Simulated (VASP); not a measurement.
# Ge3Pt (P4_2/nmc) in VASP: a series of runs

Ge3Pt is run at these levels: PBE; tasks: single point, relaxation of cell and atoms.

Everything below comes from runs of VASP 6.6.1. Logs are shortened: lines on timing, memory, paths and dates and some standing lists are left out, and cuts for length are marked.

**1. The cell of the first run**

The structure is tetragonal, space group P4_2/nmc (No. 137). Conventional cell: a = 5.110 Å, b = 5.110 Å, c = 5.581 Å, α = 90.00°, β = 90.00°, γ = 90.00°. Ge (site symmetry 2mm) has 10 Ge at 2.79 to 3.64 Å and 4 Pt at 2.81 to 3.03 Å within 3.7 Å. Ge (site symmetry -4m2) has 6 Pt at 2.79 to 3.61 Å and 8 Ge at 2.81 to 3.03 Å within 3.7 Å. Within 3.7 Å of Pt (site symmetry -4m2) lie 14 Ge at 2.79 to 3.61 Å.

**2. Single point, PBE**

Contents of INCAR:

```
PREC     = Accurate       # precision mode
ENCUT    = 520            # plane-wave cutoff, eV
EDIFF    = 1E-6           # SCF threshold, eV
ISMEAR   = 0              # smearing method
SIGMA    = 0.1            # smearing width, eV
LREAL    = F              # projectors in reciprocal space
LASPH    = T              # aspherical terms in the spheres
NELM     = 100            # most SCF steps
ALGO     = Normal         # electronic algorithm
ISIF     = 2              # what is computed and relaxed
LWAVE    = F              # write WAVECAR
LCHARG   = T              # write CHGCAR
GGA      = PE             # functional
LELF     = T              # ELF
LVHAR    = T            
NBANDS   = 62             # bands
```

Contents of KPOINTS:

```
Automatic mesh
0
Gamma
  4 4 4
```

Contents of POSCAR:

```
Ge3Pt
1.0
    5.1100497000      0.0000000000      0.0000000000
    0.0000000000      5.1100497000      0.0000000000
    0.0000000000      0.0000000000      5.5810745400
Ge Pt
6 2
Direct
    0.0000000000      0.5000000000      0.7084458100
    0.5000000000      0.0000000000      0.2915541900
    0.5000000000      0.0000000000      0.7915541900
    0.0000000000      0.5000000000      0.2084458100
    0.0000000000      0.0000000000      0.0000000000
    0.5000000000      0.5000000000      0.5000000000
    0.0000000000      0.0000000000      0.5000000000
    0.5000000000      0.5000000000      0.0000000000
```

Potentials or basis: VASP PAW PBE potentials, release 64 (Ge_d, Pt).

The run is started by

```bash
$ cat potpaw_PBE.64/Ge_d/POTCAR potpaw_PBE.64/Pt/POTCAR > POTCAR
$ mpirun -np 1 vasp_std > vasp.out
```

OUTCAR:

```text
PREC = Accurate
   ENCUT = 520
   EDIFF = 1E-6
   ISMEAR = 0
   LREAL = F
   LASPH = T
   NELM = 100
   ISIF = 2
   GGA = PE

 ion  position               nearest neighbor table
   1  0.000  0.500  0.708-   4 2.79   4 2.79   7 2.81   6 2.81   7 2.81   6 2.81   8 3.03   8 3.03

   2  0.500  0.000  0.292-   3 2.79   3 2.79   7 2.81   6 2.81   6 2.81   7 2.81   8 3.03   8 3.03

   3  0.500  0.000  0.792-   2 2.79   2 2.79   8 2.81   5 2.81   8 2.81   5 2.81   7 3.03   7 3.03

   4  0.000  0.500  0.208-   1 2.79   1 2.79   8 2.81   5 2.81   5 2.81   8 2.81   7 3.03   7 3.03

   5  0.000  0.000  0.000-   7 2.79   7 2.79   3 2.81   4 2.81   4 2.81   3 2.81
   6  0.500  0.500  0.500-   8 2.79   8 2.79   1 2.81   2 2.81   2 2.81   1 2.81
   7  0.000  0.000  0.500-   5 2.79   5 2.79   1 2.81   2 2.81   1 2.81   2 2.81   3 3.03   4 3.03
                             4 3.03   3 3.03
   8  0.500  0.500  0.000-   6 2.79   6 2.79   3 2.81   4 2.81   3 2.81   4 2.81   2 3.03   1 3.03
                             1 3.03   2 3.03

  LATTYP: Found a simple tetragonal cell.
 ALAT       =     5.1100497000
 C/A-ratio  =     1.0921761759

  Lattice vectors:

 A1 = (   5.1100497000,   0.0000000000,   0.0000000000)
 A2 = (   0.0000000000,   5.1100497000,   0.0000000000)
 A3 = (   0.0000000000,   0.0000000000,   5.5810745400)

Analysis of symmetry for initial positions (statically):
=====================================================================
 Subroutine PRICEL returns:
 Original cell was already a primitive cell.

 Routine SETGRP: Setting up the symmetry group for a
 simple tetragonal supercell.

 Subroutine GETGRP returns: Found 16 space group operations
 (whereof  8 operations were pure point group operations)
 out of a pool of 16 trial point group operations.

The static configuration has the point symmetry D_2d.
 The point group associated with its full space group is D_4h.

Analysis of symmetry for dynamics (positions and initial velocities):
=====================================================================
 Subroutine PRICEL returns:
 Original cell was already a primitive cell.

 Routine SETGRP: Setting up the symmetry group for a
 simple tetragonal supercell.

 Subroutine GETGRP returns: Found 16 space group operations
 (whereof  8 operations were pure point group operations)
 out of a pool of 16 trial point group operations.

The dynamic configuration has the point symmetry D_2d.
 The point group associated with its full space group is D_4h.

 Subroutine INISYM returns: Found 16 space group operations
 (whereof  8 operations are pure point group operations),
 and found     1 'primitive' translations

----------------------------------------------------------------------------------------

                                     Primitive cell

  volume of cell :     145.7364

  direct lattice vectors                    reciprocal lattice vectors
     5.110049700  0.000000000  0.000000000     0.195692813  0.000000000  0.000000000
     0.000000000  5.110049700  0.000000000     0.000000000  0.195692813  0.000000000
     0.000000000  0.000000000  5.581074540     0.000000000  0.000000000  0.179176965

  length of vectors
     5.110049700  5.110049700  5.581074540     0.195692813  0.195692813  0.179176965

  position of ions in fractional coordinates (direct lattice)
     0.000000000  0.500000000  0.708445810
     0.500000000  0.000000000  0.291554190
     0.500000000  0.000000000  0.791554190
     0.000000000  0.500000000  0.208445810
     0.000000000  0.000000000  0.000000000
     0.500000000  0.500000000  0.500000000
     0.000000000  0.000000000  0.500000000
     0.500000000  0.500000000  0.000000000

  ion indices of the primitive-cell ions
   primitive index   ion index
                 1           1
                 2           2
                 3           3
                 4           4
                 5           5
                 6           6
                 7           7
                 8           8

----------------------------------------------------------------------------------------

 KPOINTS: Automatic mesh

Automatic generation of k-mesh.
 Grid dimensions read from file:
 generate k-points for:    4    4    4

 Generating k-lattice:

  Cartesian coordinates                     Fractional coordinates (reciprocal lattice)
     0.048923203  0.000000000  0.000000000     0.250000000  0.000000000  0.000000000
     0.000000000  0.048923203  0.000000000     0.000000000  0.250000000  0.000000000
     0.000000000  0.000000000  0.044794241     0.000000000  0.000000000  0.250000000

  Length of vectors
     0.048923203  0.048923203  0.044794241

  Shift w.r.t. Gamma in fractional coordinates (k-lattice)
     0.000000000  0.000000000  0.000000000

 Subroutine IBZKPT returns following result:
 ===========================================

 Found     18 irreducible k-points:

 Following reciprocal coordinates:
            Coordinates               Weight
  0.000000  0.000000  0.000000      1.000000
  0.250000  0.000000  0.000000      4.000000
  0.500000  0.000000  0.000000      2.000000
  0.250000  0.250000  0.000000      4.000000
  0.500000  0.250000  0.000000      4.000000
  0.500000  0.500000  0.000000      1.000000
[... 10 lines left out ...]
  0.500000  0.250000  0.500000      4.000000
  0.500000  0.500000  0.500000      1.000000
   k-points           NKPTS =     18   k-points in BZ     NKDIM =     18   number of bands    NBANDS=     62
   number of dos      NEDOS =    301   number of ions     NIONS =      8
   total plane-waves  NPLWV =  67200
   dimension x,y,z NGX =    40 NGY =   40 NGZ =   42
   dimension x,y,z NGXF=    80 NGYF=   80 NGZF=   84
   ions per type =               6   2
   NGX,Y,Z   is equivalent  to a cutoff of  13.01, 13.01, 12.51 a.u.
   NGXF,Y,Z  is equivalent  to a cutoff of  26.03, 26.03, 25.02 a.u.
 SYSTEM =  unknown system
   PREC   = accura    normal or accurate (medium, high low for compatibility)
   ISTART =      0    job   : 0-new  1-cont  2-samecut
   ICHARG =      2    charge: 1-file 2-atom 10-const
   ISPIN  =      1    spin polarized calculation?
   LNONCOLLINEAR =      F non collinear calculations
   LSORBIT =      F    spin-orbit coupling
   LASPH  =      T    aspherical Exc in radial PAW
   ENCUT  =  520.0 eV  38.22 Ry    6.18 a.u.   9.50  9.50 10.38*2*pi/ulx,y,z
   NELM   =    100;   NELMIN=  2; NELMDL= -5     # of ELM steps
   EDIFF  = 0.1E-05   stopping-criterion for ELM
   LREAL  =      F    real-space projection
   EDIFFG = 0.1E-04   stopping-criterion for IOM
   NSW    =      0    number of steps for IOM
   IBRION =     -1    ionic relax: 0-MD 1-quasi-New 2-CG
   NFREE  =      0    steps in history (QN), initial steepest desc. (CG)
   ISIF   =      2    stress and relaxation
   ISYM   =      2    0-nonsym 1-usesym 2-fastsym
   POTIM  = 0.5000    time-step for ionic-motion
   TEBEG  =    0.0;   TEEND  =   0.0 temperature during run
   PSTRESS=    0.0 pullay stress
   NELECT =     104.0000    total number of electrons
   NUPDOWN=      -1.0000    fix difference up-down
   EMIN   =  10.00;   EMAX   =-10.00  energy-range for DOS
   EFERMI =   0.00;   METHOD = LEGACY
   ISMEAR =     0;   SIGMA  =   0.10  broadening in eV -4-tet -1-fermi 0-gaus
   EFERMI_NEDOS =   21; number of points for ismear=-14 and -15
   IALGO  =     38    algorithm
   IMIX   =      4    mixing-type and parameters
     AMIX     =   0.40;   BMIX     =  1.00
     AMIX_MAG =   1.60;   BMIX_MAG =  1.00
  volume/ion in A,a.u.               =      18.22       122.93
  Fermi-wavevector in a.u.,A,eV,Ry     =   1.462951  2.764577 29.119556  2.140227
  Thomas-Fermi vector in A             =   2.579104
   LORBIT       =      0    0 simple, 1 ext, 2 COOP (PROOUT), +10 PAW based schemes
   GGA     = PE    functional components
   LHFCALC =     F    Hartree Fock is set to
   AEXX    =    0.0000 exact exchange contribution
   IVDW    =     0    specifies the selected vdW correction
   LEPSILON=     F    determine dielectric tensor
   LRPA    =     F    only Hartree local field effects (RPA)
 non-spin polarized calculation
 Gauss-broadening in eV      SIGMA  =   0.10
  energy-cutoff  :      520.00
  volume of cell :      145.74
 maximum number of plane-waves:      3964
 NGX is ok and might be reduce to    40
   NGX = 19   NGY = 19   NGZ = 21

 number of electron     103.9999994 magnetization

 Free energy of the ion-electron system (eV)
  ---------------------------------------------------
  ext. energy  EPLUGINS =         0.00000000
  ---------------------------------------------------
  free energy    TOTEN  =       -38.43495540 eV

  energy without entropy =      -38.40414430  energy(sigma->0) =      -38.41954985

 E-fermi :   7.4777     XC(G=0): -11.6652

 val. band max:        7.4463494605   @ k =   0.0000   0.0000   0.2500
 cond. band min:       7.5032827944   @ k =   0.2500   0.0000   0.2500
 fundamental gap:      0.0569333339
 Fermi energy:         7.4776864879

 k-point     1 :       0.0000    0.0000    0.0000
  band No.  band energies     occupation
      1     -17.3736      2.00000
      2     -17.3641      2.00000
      3     -17.3573      2.00000
      4     -17.3245      2.00000
      5     -17.3245      2.00000
      6     -17.3049      2.00000
[... 54 lines left out ...]
     61      12.1647      0.00000
     62      12.1686      0.00000

 k-point     2 :       0.2500    0.0000    0.0000
  band No.  band energies     occupation
      1     -17.3731      2.00000
      2     -17.3663      2.00000
      3     -17.3615      2.00000
      4     -17.3449      2.00000
      5     -17.3204      2.00000
      6     -17.3073      2.00000
[... 54 lines left out ...]
     61      11.4797      0.00000
     62      12.4939      0.00000

 k-point     3 :       0.5000    0.0000    0.0000
  band No.  band energies     occupation
      1     -17.3709      2.00000
      2     -17.3709      2.00000
      3     -17.3614      2.00000
      4     -17.3614      2.00000
      5     -17.3159      2.00000
      6     -17.3159      2.00000
[... 964 lines left out ...]
     61      12.0581      0.00000
     62      12.0581      0.00000

 k-point    18 :       0.5000    0.5000    0.5000
  band No.  band energies     occupation
      1     -17.3577      2.00000
      2     -17.3577      2.00000
      3     -17.3292      2.00000
      4     -17.3292      2.00000
      5     -17.3292      2.00000
      6     -17.3292      2.00000
[... 54 lines left out ...]
     61      11.8607      0.00000
     62      11.8607      0.00000

------------------------ aborting loop because EDIFF is reached ----------------------------------------

  FORCE on cell =-STRESS in cart. coord.  units (eV):
  Direction    XX          YY          ZZ          XY          YZ          ZX
  --------------------------------------------------------------------------------------
  -------------------------------------------------------------------------------------
  Total       -1.4450739     -1.4450739     -3.6750683      0.0000000      0.0000000      0.0000000
  in kB      -15.8866586    -15.8866586    -40.4024707      0.0000000      0.0000000      0.0000000
  external PRESSURE =     -24.0585959 kB  Pullay stress =       0.0000000 kB

 VOLUME and BASIS-vectors are now :
 -----------------------------------------------------------------------------
  energy-cutoff  :      520.00
  volume of cell :      145.74
      direct lattice vectors                 reciprocal lattice vectors
     5.110049700  0.000000000  0.000000000     0.195692813  0.000000000  0.000000000
     0.000000000  5.110049700  0.000000000     0.000000000  0.195692813  0.000000000
     0.000000000  0.000000000  5.581074540     0.000000000  0.000000000  0.179176965

 POSITION                                       TOTAL-FORCE (eV/Angst)
 -----------------------------------------------------------------------------------
      0.00000      2.55502      3.95389         0.000000     -0.000000     -0.185951
      2.55502      0.00000      1.62719        -0.000000     -0.000000      0.185951
      2.55502      0.00000      4.41772         0.000000     -0.000000      0.185951
      0.00000      2.55502      1.16335         0.000000     -0.000000     -0.185951
      0.00000      0.00000      0.00000         0.000000     -0.000000      0.000000
      2.55502      2.55502      2.79054        -0.000000      0.000000      0.000000
      0.00000      0.00000      2.79054         0.000000      0.000000      0.000000
      2.55502      2.55502      0.00000        -0.000000     -0.000000      0.000000
 -----------------------------------------------------------------------------------
    total drift:                               -0.000000      0.000000      0.000000

  FREE ENERGIE OF THE ION-ELECTRON SYSTEM (eV)
  ---------------------------------------------------
  free  energy   TOTEN  =       -38.4349553991 eV

  energy  without entropy=      -38.4041442992  energy(sigma->0) =      -38.41954985
```

It took 3.1 min on 1 thread of Intel Xeon 6975P-C (Granite Rapids), shared host; peak memory 0.31 GiB.

What came out:

| Item | Value |
| --- | --- |
| Free energy | -38.4350 eV |
| Pressure | -2.4 GPa |
| Largest force | 0.186 eV/Å |
| Band gap on the k mesh | zero (band 52 reaches 8.30 eV, above the bottom of band 53 at 6.90 eV) |

Forces on the atoms (eV/Å):
```
Ge   0.000  0.000 -0.186
Ge   0.000  0.000  0.186
Ge   0.000  0.000  0.186
Ge   0.000  0.000 -0.186
Ge   0.000  0.000  0.000
Ge   0.000  0.000  0.000
Pt   0.000  0.000  0.000
Pt   0.000  0.000  0.000
```

Caveat: spin-orbit coupling is left out, which moves the levels of the heavy elements.

**3. Relaxation of cell and atoms, PBE**

Contents of INCAR:

```
SYSTEM = Ge3Pt
ALGO = Normal ; EDIFF = 1E-7
EDIFFG = -0.04 ; ENCUT = 600
GGA = PE ; IBRION = 2
ISIF = 3 ; ISMEAR = 0
LASPH = .True. ; LCHARG = .False.
LREAL = .False. ; LWAVE = .False.
NELM = 60 ; NSW = 90
PREC = Accurate ; SIGMA = 0.1
```

Contents of KPOINTS:

```
k-points
0
Gamma
  4 4 4
  0 0 0
```

POSCAR is that of step 2.

Potentials or basis: VASP PAW PBE potentials, release 64 (Ge_d, Pt).

The run is started by

```bash
$ cat potpaw_PBE.64/Ge_d/POTCAR potpaw_PBE.64/Pt/POTCAR > POTCAR
$ mpirun -np 1 vasp_std > vasp.out
```

It took 52 min on 1 thread of Intel Xeon 6975P-C (Granite Rapids), shared host; peak memory 0.38 GiB.

It converged, with:

| Property | Result |
| --- | --- |
| Free energy | -38.9642 eV |
| Relaxed volume | 18.37 Å³/atom |
| Relaxed cell | a = 5.279 Å, b = 5.279 Å, c = 5.274 Å, α = 90.00°, β = 90.00°, γ = 90.00° |
| Space group after relaxing (to 0.05 Å) | P4_2/nmc (No. 137) |
| Energy gained by relaxing | 66.1 meV/atom |
| Ionic steps | 17 |
| Pressure after relaxing | 0.2 GPa |
| Largest force after relaxing | 0.007 eV/Å |
| Band gap on the k mesh | zero (band 52 reaches 8.56 eV, above the bottom of band 53 at 6.30 eV) |

Forces on the atoms (eV/Å):
```
Ge   0.000  0.000 -0.007
Ge   0.000  0.000  0.007
Ge   0.000  0.000  0.007
Ge   0.000  0.000 -0.007
Ge   0.000  0.000  0.000
Ge   0.000  0.000  0.000
Pt   0.000  0.000  0.000
Pt   0.000  0.000  0.000
```

Stress tensor (GPa, compression positive):
```
0.20 0.00 0.00
0.00 0.20 0.00
0.00 0.00 0.31
```

Step by step:
| step | energy change (eV) | largest force (eV/Å) | pressure (GPa) | volume (Å³) |
| --- | --- | --- | --- | --- |
| 1 | 0.0000 | 0.1859 | -2.31 | 145.74 |
| 2 | -0.0349 | 0.1798 | 1.58 | 140.25 |
| 3 | -0.0404 | 0.1810 | 0.47 | 141.68 |
| 4 | -0.0515 | 0.1881 | 0.31 | 142.02 |
| 5 | -0.0718 | 0.2125 | 0.02 | 143.03 |
| 6 | -0.0757 | 0.2662 | -0.33 | 144.93 |
| 7 | -0.0796 | 0.2424 | -0.23 | 143.94 |
| 8 | -0.0921 | 0.2478 | -0.22 | 143.94 |
| 9 | -0.1314 | 0.2623 | -0.19 | 143.95 |
| 10 | -0.2130 | 0.2675 | -0.09 | 143.97 |
| 11 | -0.3574 | 0.2139 | 0.43 | 144.00 |
| 12 | -0.4445 | 0.0434 | 2.10 | 143.97 |
| 13 | -0.4582 | 0.0378 | 1.79 | 144.46 |
| 14 | -0.4891 | 0.0295 | 0.81 | 145.92 |
| 15 | -0.5126 | 0.0167 | -1.02 | 148.88 |
| 16 | -0.5205 | 0.0139 | -0.69 | 148.36 |
| 17 | -0.5291 | 0.0067 | 0.24 | 146.95 |

Final structure:
```yaml
crystal:
  lattice:
    - [5.27872, 0.00000, 0.00000]
    - [0.00000, 5.27872, 0.00000]
    - [0.00000, 0.00000, 5.27373]
  atoms:
    - { symbol: Ge, position: [0.00000, 0.50000, 0.53210] }
    - { symbol: Ge, position: [0.50000, 0.00000, 0.46790] }
    - { symbol: Ge, position: [0.50000, 0.00000, 0.96790] }
    - { symbol: Ge, position: [0.00000, 0.50000, 0.03210] }
    - { symbol: Ge, position: [0.00000, 0.00000, 0.00000] }
    - { symbol: Ge, position: [0.50000, 0.50000, 0.50000] }
    - { symbol: Pt, position: [0.00000, 0.00000, 0.50000] }
    - { symbol: Pt, position: [0.50000, 0.50000, 0.00000] }
```

Levels at points of the mesh, in eV from the Fermi level:
| k point | band 50 | band 51 | band 52 | band 53 | band 54 | band 55 |
| --- | --- | --- | --- | --- | --- | --- |
| (0.00, 0.00, 0.00) | -1.30 | -0.59 | -0.57 | 0.00 | 0.06 | 0.06 |
| (0.50, 0.00, 0.00) | -1.46 | 0.32 | 0.32 | 0.49 | 0.49 | 0.66 |
| (0.50, 0.50, 0.00) | -0.68 | -0.58 | -0.58 | 1.83 | 1.83 | 2.10 |
| (0.00, 0.00, 0.50) | -1.46 | 0.28 | 0.28 | 0.55 | 0.55 | 0.59 |
| (0.50, 0.00, 0.50) | -0.70 | -0.52 | -0.52 | 1.78 | 1.78 | 2.08 |
| (0.50, 0.50, 0.50) | 1.66 | 1.68 | 1.68 | 1.68 | 1.68 | 4.32 |

Caveat: spin-orbit coupling is left out, which moves the levels of the heavy elements.
